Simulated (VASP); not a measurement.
Runs of VASP 6.6.1 on CsBe3Ag. The structure is that of space group P4/mmm (No. 123), or close to it. The cells are those of the table. The cell was built from a structure type or drawn by symmetry, and may not be a known phase.

```csv
task,cell,k mesh,cutoff (eV),gap on the mesh (eV),pressure (GPa),relaxed volume (Å³/atom)
relaxation of cell and atoms,"relaxed from a = 4.037, b = 4.037, c = 6.344 Å, 5 atoms",4 × 4 × 4,600,none,0.1,27.19
single point,"a = 4.037, b = 4.037, c = 6.344 Å, 5 atoms",4 × 4 × 4,520,none,14.9,-
single point,"a = 4.397, b = 4.397, c = 6.970 Å, 5 atoms",4 × 4 × 4,520,none,(a),-
relaxation of cell and atoms,"relaxed from a = 4.397, b = 4.397, c = 6.970 Å, 5 atoms",8 × 8 × 6,600,none,0.0,27.40
single point,"a = 4.436, b = 4.436, c = 6.949 Å, 5 atoms",8 × 8 × 6,520,none,0.0,-
```

Alike in all rows: level PBE; potentials or basis VASP PAW PBE potentials, release 64 (Cs_sv, Be, Ag); no spin polarisation; smearing gaussian 0.1 eV.

Task: Estimate the missing entries.

Result: (a) 0.3.

Caveats: some runs use coarse meshes; spin-orbit coupling is left out, which moves the levels of the heavy elements; the volume moved by over 15 % at a fixed basis, so the end points are rough (at least some runs).

A k mesh can miss the band edges, and the runs leave out spin-orbit coupling on Ag, Cs.

A gap of «none» marks levels without a gap at the run's occupations.
